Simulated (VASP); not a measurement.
# V (Fd-3m) in VASP: a series of runs

The runs below take V through single point, with PBE.

All numbers are computed with VASP 6.6.1; they aren't measurements. Logs are shortened: lines on timing, memory, paths and dates and some standing lists are left out, and cuts for length are marked.

**1. The cell of the first run**

It takes space group Fd-3m (No. 227, cubic). Conventional cell: a = 5.314 Å, b = 5.314 Å, c = 5.314 Å, α = 90.00°, β = 90.00°, γ = 90.00°. V (site symmetry -43m) has 4 V at 2.30 Å within 3.0 Å.

This isn't the form of V at room conditions, which is bcc.

**2. Single point, PBE (18.75 Å³/atom)**

Contents of INCAR:

```
SYSTEM = V
PREC = Accurate ; ENCUT = 520
EDIFF = 1E-6 ; ISMEAR = -1
SIGMA = 0.1 ; LREAL = .False.
LASPH = .True. ; NELM = 100
ALGO = Normal ; ISIF = 2
LWAVE = .False. ; LCHARG = .False.
GGA = PE ; NBANDS = 20
```

Contents of KPOINTS:

```
regular mesh
0
Gamma
  17 17 17
  0 0 0
```

Contents of POSCAR:

```
V
1.0
    0.0000000000      2.6568089289      2.6568089289
    2.6568089289      0.0000000000      2.6568089289
    2.6568089289      2.6568089289      0.0000000000
V
2
Direct
    0.1250000000      0.1250000000      0.1250000000
    0.8750000000      0.8750000000      0.8750000000
```

Potentials or basis: VASP PAW PBE potentials, release 64 (V_sv).

Run with:

```bash
$ cat potpaw_PBE.64/V_sv/POTCAR > POTCAR
$ mpirun -np 1 vasp_std > vasp.out
```

OUTCAR:

```text
SYSTEM = V
   PREC = Accurate
   ENCUT = 520
   EDIFF = 1E-6
   ISMEAR = -1
   LREAL = .False.
   LASPH = .True.
   NELM = 100
   ISIF = 2
   GGA = PE

 ion  position               nearest neighbor table
   1  0.125  0.125  0.125-   2 2.30   2 2.30   2 2.30   2 2.30
   2  0.875  0.875  0.875-   1 2.30   1 2.30   1 2.30   1 2.30

  LATTYP: Found a face centered cubic cell.
 ALAT       =     5.3136178578

  Lattice vectors:

 A1 = (   0.0000000000,   2.6568089289,   2.6568089289)
 A2 = (   2.6568089289,   0.0000000000,   2.6568089289)
 A3 = (   2.6568089289,   2.6568089289,   0.0000000000)

Analysis of symmetry for initial positions (statically):
=====================================================================
 Subroutine PRICEL returns:
 Original cell was already a primitive cell.

 Routine SETGRP: Setting up the symmetry group for a
 face centered cubic supercell.

 Subroutine GETGRP returns: Found 48 space group operations
 (whereof 12 operations were pure point group operations)
 out of a pool of 48 trial point group operations.

The static configuration has the point symmetry D_3d.
 The point group associated with its full space group is O_h .

Analysis of symmetry for dynamics (positions and initial velocities):
=====================================================================
 Subroutine PRICEL returns:
 Original cell was already a primitive cell.

 Routine SETGRP: Setting up the symmetry group for a
 face centered cubic supercell.

 Subroutine GETGRP returns: Found 48 space group operations
 (whereof 12 operations were pure point group operations)
 out of a pool of 48 trial point group operations.

The dynamic configuration has the point symmetry D_3d.
 The point group associated with its full space group is O_h .

 Subroutine INISYM returns: Found 48 space group operations
 (whereof 12 operations are pure point group operations),
 and found     1 'primitive' translations

----------------------------------------------------------------------------------------

                                     Primitive cell

  volume of cell :      37.5069

  direct lattice vectors                    reciprocal lattice vectors
     0.000000000  2.656808929  2.656808929    -0.188195694  0.188195694  0.188195694
     2.656808929  0.000000000  2.656808929     0.188195694 -0.188195694  0.188195694
     2.656808929  2.656808929  0.000000000     0.188195694  0.188195694 -0.188195694

  length of vectors
     3.757295220  3.757295220  3.757295220     0.325964504  0.325964504  0.325964504

  position of ions in fractional coordinates (direct lattice)
     0.125000000  0.125000000  0.125000000
     0.875000000  0.875000000  0.875000000

  ion indices of the primitive-cell ions
   primitive index   ion index
                 1           1
                 2           2

----------------------------------------------------------------------------------------

 KPOINTS: regular mesh

Automatic generation of k-mesh.
 Grid dimensions read from file:
 generate k-points for:   17   17   17

 Generating k-lattice:

  Cartesian coordinates                     Fractional coordinates (reciprocal lattice)
    -0.011070335  0.011070335  0.011070335     0.058823529  0.000000000  0.000000000
     0.011070335 -0.011070335  0.011070335     0.000000000  0.058823529  0.000000000
     0.011070335  0.011070335 -0.011070335     0.000000000  0.000000000  0.058823529

  Length of vectors
     0.019174383  0.019174383  0.019174383

  Shift w.r.t. Gamma in fractional coordinates (k-lattice)
     0.000000000  0.000000000  0.000000000

 Subroutine IBZKPT returns following result:
 ===========================================

 Found    165 irreducible k-points:

 Following reciprocal coordinates:
            Coordinates               Weight
  0.000000  0.000000  0.000000      1.000000
  0.058824  0.000000  0.000000      8.000000
  0.117647  0.000000  0.000000      8.000000
  0.176471  0.000000  0.000000      8.000000
  0.235294  0.000000  0.000000      8.000000
  0.294118  0.000000  0.000000      8.000000
[... 16 lines left out ...]
 -0.176471  0.058824  0.000000     24.000000
 -0.117647  0.058824  0.000000     24.000000
 [... further k-points ...]
   k-points           NKPTS =    165   k-points in BZ     NKDIM =    165   number of bands    NBANDS=     20
   number of dos      NEDOS =    301   number of ions     NIONS =      2
   total plane-waves  NPLWV =  21952
   dimension x,y,z NGX =    28 NGY =   28 NGZ =   28
   dimension x,y,z NGXF=    56 NGYF=   56 NGZF=   56
   ions per type =               2
   NGX,Y,Z   is equivalent  to a cutoff of  12.39, 12.39, 12.39 a.u.
   NGXF,Y,Z  is equivalent  to a cutoff of  24.78, 24.78, 24.78 a.u.
 SYSTEM =  V
   PREC   = accura    normal or accurate (medium, high low for compatibility)
   ISTART =      0    job   : 0-new  1-cont  2-samecut
   ICHARG =      2    charge: 1-file 2-atom 10-const
   ISPIN  =      1    spin polarized calculation?
   LNONCOLLINEAR =      F non collinear calculations
   LSORBIT =      F    spin-orbit coupling
   LASPH  =      T    aspherical Exc in radial PAW
   ENCUT  =  520.0 eV  38.22 Ry    6.18 a.u.   6.99  6.99  6.99*2*pi/ulx,y,z
   NELM   =    100;   NELMIN=  2; NELMDL= -5     # of ELM steps
   EDIFF  = 0.1E-05   stopping-criterion for ELM
   LREAL  =      F    real-space projection
   EDIFFG = 0.1E-04   stopping-criterion for IOM
   NSW    =      0    number of steps for IOM
   IBRION =     -1    ionic relax: 0-MD 1-quasi-New 2-CG
   NFREE  =      0    steps in history (QN), initial steepest desc. (CG)
   ISIF   =      2    stress and relaxation
   ISYM   =      2    0-nonsym 1-usesym 2-fastsym
   POTIM  = 0.5000    time-step for ionic-motion
   TEBEG  =    0.0;   TEEND  =   0.0 temperature during run
   PSTRESS=    0.0 pullay stress
   NELECT =      26.0000    total number of electrons
   NUPDOWN=      -1.0000    fix difference up-down
   EMIN   =  10.00;   EMAX   =-10.00  energy-range for DOS
   EFERMI =   0.00;   METHOD = LEGACY
   ISMEAR =    -1;   SIGMA  =   0.10  broadening in eV -4-tet -1-fermi 0-gaus
   EFERMI_NEDOS =   21; number of points for ismear=-14 and -15
   IALGO  =     38    algorithm
   IMIX   =      4    mixing-type and parameters
     AMIX     =   0.40;   BMIX     =  1.00
     AMIX_MAG =   1.60;   BMIX_MAG =  1.00
  volume/ion in A,a.u.               =      18.75       126.55
  Fermi-wavevector in a.u.,A,eV,Ry     =   1.448868  2.737964 28.561620  2.099220
  Thomas-Fermi vector in A             =   2.566660
   LORBIT       =      0    0 simple, 1 ext, 2 COOP (PROOUT), +10 PAW based schemes
   GGA     = PE    functional components
   LHFCALC =     F    Hartree Fock is set to
   AEXX    =    0.0000 exact exchange contribution
   IVDW    =     0    specifies the selected vdW correction
   LEPSILON=     F    determine dielectric tensor
   LRPA    =     F    only Hartree local field effects (RPA)
 non-spin polarized calculation
  energy-cutoff  :      520.00
  volume of cell :       37.51
 maximum number of plane-waves:      1027
   NGX = 13   NGY = 13   NGZ = 13

 number of electron      26.0000011 magnetization

 Free energy of the ion-electron system (eV)
  ---------------------------------------------------
  ext. energy  EPLUGINS =         0.00000000
  ---------------------------------------------------
  free energy    TOTEN  =       -13.27668099 eV

  energy without entropy =      -13.10640777  energy(sigma->0) =      -13.19154438

 E-fermi :   6.1391     XC(G=0): -10.8403

 val. band max:        6.1371324018   @ k =  -0.4118   0.1765   0.0588
 cond. band min:       6.1403830425   @ k =  -0.2353   0.0588   0.0000
 fundamental gap:      0.0032506407
 Fermi energy:         6.1391194209

 k-point     1 :       0.0000    0.0000    0.0000
  band No.  band energies     occupation
      1     -57.5538      2.00000
      2     -56.9526      2.00000
      3     -31.6062      2.00000
      4     -31.6061      2.00000
      5     -31.6061      2.00000
      6     -30.7786      2.00000
[... 12 lines left out ...]
     19       9.8573      0.00000
     20      19.2055      0.00000

 k-point     2 :       0.0588    0.0000    0.0000
  band No.  band energies     occupation
      1     -57.5500      2.00000
      2     -56.9565      2.00000
      3     -31.6100      2.00000
      4     -31.6100      2.00000
      5     -31.6064      2.00000
      6     -30.7791      2.00000
[... 12 lines left out ...]
     19       9.8545      0.00000
     20      17.9903      0.00000

 k-point     3 :       0.1176    0.0000    0.0000
  band No.  band energies     occupation
      1     -57.5390      2.00000
      2     -56.9680      2.00000
      3     -31.6209      2.00000
      4     -31.6209      2.00000
      5     -31.6070      2.00000
      6     -30.7802      2.00000
[... 12 lines left out ...]
     19       9.8447      0.00000
     20      16.6702      0.00000

 k-point     4 :       0.1765    0.0000    0.0000
  band No.  band energies     occupation
      1     -57.5213      2.00000
      2     -56.9863      2.00000
      3     -31.6368      2.00000
      4     -31.6368      2.00000
      5     -31.6081      2.00000
      6     -30.7816      2.00000
[... 12 lines left out ...]
     19       9.8232      0.00000
     20      15.3565      0.00000

 k-point     5 :       0.2353    0.0000    0.0000
  band No.  band energies     occupation
      1     -57.4982      2.00000
      2     -57.0101      2.00000
      3     -31.6553      2.00000
      4     -31.6553      2.00000
      5     -31.6098      2.00000
      6     -30.7829      2.00000
[... 12 lines left out ...]
     19       9.7839      0.00000
     20      14.0856      0.00000
[... 353 lines left out ...]
      6     -30.8013      2.00000
[... 12 lines left out ...]
     19       9.8333      0.00000
     20      12.5278      0.00000

 k-point    22 :      -0.2353    0.0588    0.0000
  band No.  band energies     occupation
      1     -57.4865      2.00000
      2     -57.0222      2.00000
      3     -31.6842      2.00000
      4     -31.6569      2.00000
      5     -31.5945      2.00000
      6     -30.7977      2.00000
[... 12 lines left out ...]
     19       9.8883      0.00000
     20      13.6805      0.00000

 k-point    23 :      -0.1765    0.0588    0.0000
  band No.  band energies     occupation
      1     -57.5109      2.00000
      2     -56.9970      2.00000
      3     -31.6629      2.00000
      4     -31.6386      2.00000
      5     -31.5966      2.00000
      6     -30.7935      2.00000
[... 12 lines left out ...]
     19       9.9110      0.00000
     20      14.9295      0.00000

 k-point    24 :      -0.1176    0.0588    0.0000
  band No.  band energies     occupation
      1     -57.5305      2.00000
      2     -56.9767      2.00000
      3     -31.6418      2.00000
      4     -31.6232      2.00000
      5     -31.5993      2.00000
      6     -30.7887      2.00000
[... 12 lines left out ...]
     19       9.9083      0.00000
     20      16.2259      0.00000

 [... further k-points ...]
[... 5 lines left out ...]
  --------------------------------------------------------------------------------------
  -------------------------------------------------------------------------------------
  Total        0.0979613      0.0979613      0.0979613     -0.0000000     -0.0000000      0.0000000
  in kB        4.1846006      4.1846006      4.1846006     -0.0000000     -0.0000000      0.0000000
  external PRESSURE =       4.1846006 kB  Pullay stress =       0.0000000 kB

 VOLUME and BASIS-vectors are now :
 -----------------------------------------------------------------------------
  energy-cutoff  :      520.00
  volume of cell :       37.51
      direct lattice vectors                 reciprocal lattice vectors
     0.000000000  2.656808929  2.656808929    -0.188195694  0.188195694  0.188195694
     2.656808929  0.000000000  2.656808929     0.188195694 -0.188195694  0.188195694
     2.656808929  2.656808929  0.000000000     0.188195694  0.188195694 -0.188195694

 POSITION                                       TOTAL-FORCE (eV/Angst)
 -----------------------------------------------------------------------------------
      0.66420      0.66420      0.66420         0.000000      0.000000      0.000000
      4.64942      4.64942      4.64942        -0.000000     -0.000000     -0.000000
 -----------------------------------------------------------------------------------
    total drift:                                0.000000     -0.000000     -0.000000

  FREE ENERGIE OF THE ION-ELECTRON SYSTEM (eV)
  ---------------------------------------------------
  free  energy   TOTEN  =       -13.2766809939 eV

  energy  without entropy=      -13.1064077697  energy(sigma->0) =      -13.19154438
```

Wall time 3.7 min (1 thread of Intel Xeon 8259CL, shared host); peak memory 0.23 GiB.

What came out:

```
Free energy            : -13.2767 eV
Pressure               : 0.4 GPa
Band gap on the k mesh : zero (bands 13 and 14 overlap by 0.89 eV)
```

(Part 1 of 2 ends here.)
